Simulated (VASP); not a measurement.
# FeRu (P-6m2) in VASP: single point with LDA

Aim: the single point of FeRu with LDA.

All numbers are computed with VASP 6.6.1; they aren't measurements. Logs are shortened: lines on timing, memory, paths and dates and some standing lists are left out, and cuts for length are marked.

## 1. The cell of the first run

The structure is hexagonal, space group P-6m2 (No. 187). The conventional cell has a = 2.643 Å, b = 2.643 Å, c = 4.070 Å, α = 90.00°, β = 90.00°, γ = 120.00°. Fe (site symmetry -6m2) has 6 Ru at 2.54 Å and 6 Fe at 2.64 Å within 3.4 Å. Within 3.4 Å of Ru (site symmetry -6m2) lie 6 Fe at 2.54 Å and 6 Ru at 2.64 Å.

## 2. Single point, LDA, collinear spin, zero start

INCAR

```
ALGO = Normal
EDIFF = 1E-6
ENCUT = 600
GGA_COMPAT = F
ISIF = 2
ISMEAR = -1
ISPIN = 2
LASPH = T
LCHARG = F
LMAXMIX = 4
LORBIT = 11
LREAL = F
LWAVE = F
MAGMOM = 0 0
NBANDS = 27
NELM = 200
NUPDOWN = 0.0
PREC = Accurate
SIGMA = 0.05
```

KPOINTS

```
k-points
0
Gamma
  12 12 7
```

POSCAR

```
FeRu
1.0
    2.6428014205      0.0000000000      0.0000000000
   -1.3214007102      2.2887331673      0.0000000000
    0.0000000000      0.0000000000      4.0702270000
Fe Ru
1 1
Direct
    0.0000000000      0.0000000000      0.5000000000
    0.6666666667      0.3333333333      0.0000000000
```

Potentials or basis: VASP PAW LDA potentials, release 64 (Fe_sv, Ru_sv).

The run is started by

```
$ cat potpaw_LDA.64/Fe_sv/POTCAR potpaw_LDA.64/Ru_sv/POTCAR > POTCAR
$ mpirun -np 1 vasp_std > vasp.out
```

OUTCAR:

```text
EDIFF = 1E-6
   ENCUT = 600
   ISIF = 2
   ISMEAR = -1
   ISPIN = 2
   LASPH = T
   LORBIT = 11
   LREAL = F
   NELM = 200
   NUPDOWN = 0.0
   PREC = Accurate

 ion  position               nearest neighbor table
   1  0.000  0.000  0.500-   2 2.54   2 2.54   2 2.54   2 2.54   2 2.54   2 2.54
   2  0.667  0.333  0.000-   1 2.54   1 2.54   1 2.54   1 2.54   1 2.54   1 2.54

  LATTYP: Found a hexagonal cell.
 ALAT       =     2.6428014205
 C/A-ratio  =     1.5401183640

  Lattice vectors:

 A1 = (   2.6428014205,   0.0000000000,   0.0000000000)
 A2 = (  -1.3214007102,   2.2887331673,   0.0000000000)
 A3 = (   0.0000000000,   0.0000000000,   4.0702270000)

Analysis of symmetry for initial positions (statically):
=====================================================================
 Subroutine PRICEL returns:
 Original cell was already a primitive cell.

 Routine SETGRP: Setting up the symmetry group for a
 hexagonal supercell.

 Subroutine GETGRP returns: Found 12 space group operations
 (whereof 12 operations were pure point group operations)
 out of a pool of 24 trial point group operations.

The static configuration has the point symmetry D_3h.

Analysis of symmetry for dynamics (positions and initial velocities):
=====================================================================
 Subroutine PRICEL returns:
 Original cell was already a primitive cell.

 Routine SETGRP: Setting up the symmetry group for a
 hexagonal supercell.

 Subroutine GETGRP returns: Found 12 space group operations
 (whereof 12 operations were pure point group operations)
 out of a pool of 24 trial point group operations.

The dynamic configuration has the point symmetry D_3h.

Analysis of structural, dynamic, and magnetic symmetry:
=====================================================================
 Subroutine PRICEL returns:
 Original cell was already a primitive cell.

 Routine SETGRP: Setting up the symmetry group for a
 hexagonal supercell.

 Subroutine GETGRP returns: Found 12 space group operations
 (whereof 12 operations were pure point group operations)
 out of a pool of 24 trial point group operations.

The overall configuration has the point symmetry D_3h.

 Subroutine INISYM returns: Found 12 space group operations
 (whereof 12 operations are pure point group operations),
 and found     1 'primitive' translations

----------------------------------------------------------------------------------------

                                     Primitive cell

  volume of cell :      24.6194

  direct lattice vectors                    reciprocal lattice vectors
     2.642801421  0.000000000  0.000000000     0.378386356  0.218461465  0.000000000
    -1.321400710  2.288733167  0.000000000     0.000000000  0.436922929  0.000000000
     0.000000000  0.000000000  4.070227000     0.000000000  0.000000000  0.245686543

  length of vectors
     2.642801421  2.642801420  4.070227000     0.436922929  0.436922929  0.245686543

  position of ions in fractional coordinates (direct lattice)
     0.000000000  0.000000000  0.500000000
     0.666666667  0.333333333  0.000000000

  ion indices of the primitive-cell ions
   primitive index   ion index
                 1           1
                 2           2

----------------------------------------------------------------------------------------

 KPOINTS: k-points

Automatic generation of k-mesh.
 Grid dimensions read from file:
 generate k-points for:   12   12    7

 Generating k-lattice:

  Cartesian coordinates                     Fractional coordinates (reciprocal lattice)
     0.031532196  0.018205122  0.000000000     0.083333333  0.000000000  0.000000000
     0.000000000  0.036410244  0.000000000     0.000000000  0.083333333  0.000000000
     0.000000000  0.000000000  0.035098078     0.000000000  0.000000000  0.142857143

  Length of vectors
     0.036410244  0.036410244  0.035098078

  Shift w.r.t. Gamma in fractional coordinates (k-lattice)
     0.000000000  0.000000000  0.000000000

 Subroutine IBZKPT returns following result:
 ===========================================

 Found     76 irreducible k-points:

 Following reciprocal coordinates:
            Coordinates               Weight
  0.000000  0.000000  0.000000      1.000000
  0.083333 -0.000000  0.000000      6.000000
  0.166667 -0.000000  0.000000      6.000000
  0.250000 -0.000000  0.000000      6.000000
  0.333333 -0.000000  0.000000      6.000000
  0.416667 -0.000000  0.000000      6.000000
[... 16 lines left out ...]
  0.250000 -0.000000  0.142857     12.000000
  0.333333 -0.000000  0.142857     12.000000
 [... further k-points ...]
   k-points           NKPTS =     76   k-points in BZ     NKDIM =     76   number of bands    NBANDS=     27
   number of dos      NEDOS =    301   number of ions     NIONS =      2
   total plane-waves  NPLWV =  20736
   dimension x,y,z NGX =    24 NGY =   24 NGZ =   36
   dimension x,y,z NGXF=    48 NGYF=   48 NGZF=   72
   ions per type =               1   1
   NGX,Y,Z   is equivalent  to a cutoff of  15.10, 15.10, 14.70 a.u.
   NGXF,Y,Z  is equivalent  to a cutoff of  30.19, 30.19, 29.41 a.u.
 SYSTEM =  unknown system
   PREC   = accura    normal or accurate (medium, high low for compatibility)
   ISTART =      0    job   : 0-new  1-cont  2-samecut
   ICHARG =      2    charge: 1-file 2-atom 10-const
   ISPIN  =      2    spin polarized calculation?
   LNONCOLLINEAR =      F non collinear calculations
   LSORBIT =      F    spin-orbit coupling
   LASPH  =      T    aspherical Exc in radial PAW
   ENCUT  =  600.0 eV  44.10 Ry    6.64 a.u.   5.28  5.28  8.13*2*pi/ulx,y,z
   NELM   =    200;   NELMIN=  2; NELMDL= -5     # of ELM steps
   EDIFF  = 0.1E-05   stopping-criterion for ELM
   LREAL  =      F    real-space projection
   EDIFFG = 0.1E-04   stopping-criterion for IOM
   NSW    =      0    number of steps for IOM
   IBRION =     -1    ionic relax: 0-MD 1-quasi-New 2-CG
   NFREE  =      0    steps in history (QN), initial steepest desc. (CG)
   ISIF   =      2    stress and relaxation
   ISYM   =      2    0-nonsym 1-usesym 2-fastsym
   POTIM  = 0.5000    time-step for ionic-motion
   TEBEG  =    0.0;   TEEND  =   0.0 temperature during run
   PSTRESS=    0.0 pullay stress
   NELECT =      32.0000    total number of electrons
   NUPDOWN=       0.0000    fix difference up-down
   EMIN   =  10.00;   EMAX   =-10.00  energy-range for DOS
   EFERMI =   0.00;   METHOD = LEGACY
   ISMEAR =    -1;   SIGMA  =   0.05  broadening in eV -4-tet -1-fermi 0-gaus
   EFERMI_NEDOS =   21; number of points for ismear=-14 and -15
   IALGO  =     38    algorithm
   IMIX   =      4    mixing-type and parameters
     AMIX     =   0.40;   BMIX     =  1.00
     AMIX_MAG =   1.60;   BMIX_MAG =  1.00
  volume/ion in A,a.u.               =      12.31        83.07
  Fermi-wavevector in a.u.,A,eV,Ry     =   1.786619  3.376221 43.429918  3.192009
  Thomas-Fermi vector in A             =   2.850164
   LORBIT       =     11    0 simple, 1 ext, 2 COOP (PROOUT), +10 PAW based schemes
   GGA     = CA    functional components
   LHFCALC =     F    Hartree Fock is set to
   AEXX    =    0.0000 exact exchange contribution
   IVDW    =     0    specifies the selected vdW correction
   LEPSILON=     F    determine dielectric tensor
   LRPA    =     F    only Hartree local field effects (RPA)
 spin polarized calculation
  energy-cutoff  :      600.00
  volume of cell :       24.62
 maximum number of plane-waves:       838
 NGX is ok and might be reduce to    24
   NGX = 11   NGY = 11   NGZ = 17

 number of electron      31.9999993 magnetization       0.0000000

 number of electron      31.9999993 magnetization      -0.0000000

 Free energy of the ion-electron system (eV)
  ---------------------------------------------------
  ext. energy  EPLUGINS =         0.00000000
  ---------------------------------------------------
  free energy    TOTEN  =       -19.91582801 eV

  energy without entropy =      -19.89760526  energy(sigma->0) =      -19.90671664

 E-fermi :  13.6889     XC(G=0): -14.4152

 val. band max:       13.6854558904   @ k =   0.1667   0.0833   0.2857
 cond. band min:      13.6929414775   @ k =   0.3333   0.0833   0.2857
 fundamental gap:      0.0074855870
 Fermi energy:        13.6889120347

 spin component 1

 k-point     1 :       0.0000    0.0000    0.0000
  band No.  band energies     occupation
      1     -72.3668      1.00000
      2     -58.9651      1.00000
      3     -39.0423      1.00000
      4     -38.8066      1.00000
      5     -38.8066      1.00000
      6     -29.1487      1.00000
[... 19 lines left out ...]
     26      36.0594      0.00000
     27      38.0603      0.00000

 k-point     2 :       0.0833   -0.0000    0.0000
  band No.  band energies     occupation
      1     -72.3649      1.00000
      2     -58.9556      1.00000
      3     -39.0402      1.00000
      4     -38.8217      1.00000
      5     -38.8110      1.00000
      6     -29.1408      1.00000
[... 19 lines left out ...]
     26      36.2721      0.00000
     27      36.4486      0.00000

 k-point     3 :       0.1667   -0.0000    0.0000
  band No.  band energies     occupation
      1     -72.3595      1.00000
      2     -58.9295      1.00000
      3     -39.0330      1.00000
      4     -38.8603      1.00000
      5     -38.8207      1.00000
      6     -29.1189      1.00000
[... 594 lines left out ...]
      1     -72.3521      1.00000
      2     -58.8937      1.00000
      3     -39.0230      1.00000
      4     -38.9121      1.00000
      5     -38.8334      1.00000
      6     -29.1388      1.00000
[... 19 lines left out ...]
     26      35.2662      0.00000
     27      37.7647      0.00000

 k-point    24 :       0.3333   -0.0000    0.1429
  band No.  band energies     occupation
      1     -72.3448      1.00000
      2     -58.8575      1.00000
      3     -39.0140      1.00000
      4     -38.9641      1.00000
      5     -38.8462      1.00000
      6     -29.3703      1.00000
[... 19 lines left out ...]
     26      35.1517      0.00000
     27      36.1050      0.00000

 [... further k-points ...]

 spin component 2

 k-point     1 :       0.0000    0.0000    0.0000
  band No.  band energies     occupation
      1     -72.3668      1.00000
      2     -58.9651      1.00000
      3     -39.0423      1.00000
      4     -38.8066      1.00000
      5     -38.8066      1.00000
      6     -29.1487      1.00000
[... 19 lines left out ...]
     26      36.0594      0.00000
     27      38.0605      0.00000

 k-point     2 :       0.0833   -0.0000    0.0000
  band No.  band energies     occupation
      1     -72.3649      1.00000
      2     -58.9556      1.00000
      3     -39.0402      1.00000
      4     -38.8217      1.00000
      5     -38.8110      1.00000
      6     -29.1408      1.00000
[... 19 lines left out ...]
     26      36.2721      0.00000
     27      36.4486      0.00000

 k-point     3 :       0.1667   -0.0000    0.0000
  band No.  band energies     occupation
      1     -72.3595      1.00000
      2     -58.9295      1.00000
      3     -39.0330      1.00000
      4     -38.8603      1.00000
      5     -38.8207      1.00000
      6     -29.1189      1.00000
[... 594 lines left out ...]
      1     -72.3521      1.00000
      2     -58.8937      1.00000
      3     -39.0230      1.00000
      4     -38.9121      1.00000
      5     -38.8334      1.00000
      6     -29.1388      1.00000
[... 19 lines left out ...]
     26      35.2662      0.00000
     27      37.7647      0.00000

 k-point    24 :       0.3333   -0.0000    0.1429
  band No.  band energies     occupation
      1     -72.3448      1.00000
      2     -58.8575      1.00000
      3     -39.0140      1.00000
      4     -38.9641      1.00000
      5     -38.8462      1.00000
      6     -29.3703      1.00000
[... 19 lines left out ...]
     26      35.1517      0.00000
     27      36.1050      0.00000

 [... further k-points ...]
[... 5 lines left out ...]
  --------------------------------------------------------------------------------------
  -------------------------------------------------------------------------------------
  Total       -3.3036420     -3.3036420     -3.2189651     -0.0000000      0.0000000     -0.0000000
  in kB     -214.9934514   -214.9934514   -209.4828743     -0.0000000      0.0000000     -0.0000000
  external PRESSURE =    -213.1565924 kB  Pullay stress =       0.0000000 kB

 VOLUME and BASIS-vectors are now :
 -----------------------------------------------------------------------------
  energy-cutoff  :      600.00
  volume of cell :       24.62
      direct lattice vectors                 reciprocal lattice vectors
     2.642801421  0.000000000  0.000000000     0.378386356  0.218461465  0.000000000
    -1.321400710  2.288733167  0.000000000     0.000000000  0.436922929  0.000000000
     0.000000000  0.000000000  4.070227000     0.000000000  0.000000000  0.245686543

 POSITION                                       TOTAL-FORCE (eV/Angst)
 -----------------------------------------------------------------------------------
      0.00000      0.00000      2.03511        -0.000000     -0.000000      0.000000
      1.32140      0.76291      0.00000         0.000000      0.000000      0.000000
 -----------------------------------------------------------------------------------
    total drift:                               -0.000000      0.000000      0.000000

  FREE ENERGIE OF THE ION-ELECTRON SYSTEM (eV)
  ---------------------------------------------------
  free  energy   TOTEN  =       -19.9158280131 eV

  energy  without entropy=      -19.8976052632  energy(sigma->0) =      -19.90671664

 total charge

# of ion       s       p       d       tot
------------------------------------------
    1        2.183   6.032   5.539  13.754
    2        2.239   6.115   5.301  13.655
--------------------------------------------------
tot          4.422  12.146  10.840  27.409

 magnetization (x)

# of ion       s       p       d       tot
------------------------------------------
    1       -0.000  -0.000  -0.000  -0.000
    2        0.000  -0.000   0.000   0.000
--------------------------------------------------
tot          0.000  -0.000  -0.000  -0.000
```

Run time: 46 s. Hardware: 1 thread of Intel Xeon 6975P-C (Granite Rapids), shared host; peak memory 0.21 GiB.

What came out:

```
Free energy                                           : -19.9158 eV
Pressure                                              : -21.3 GPa
Net moment                                            : 0.00 μB per cell
Valence electrons inside the program's atomic spheres : Fe 13.75; Ru 13.65
```

Stress tensor (GPa, compression positive):
```
-21.50   0.00   0.00
  0.00 -21.50   0.00
  0.00   0.00 -20.95
```

Caveat: the cell stands under tension; the total moment is fixed, so each spin has its own Fermi level.
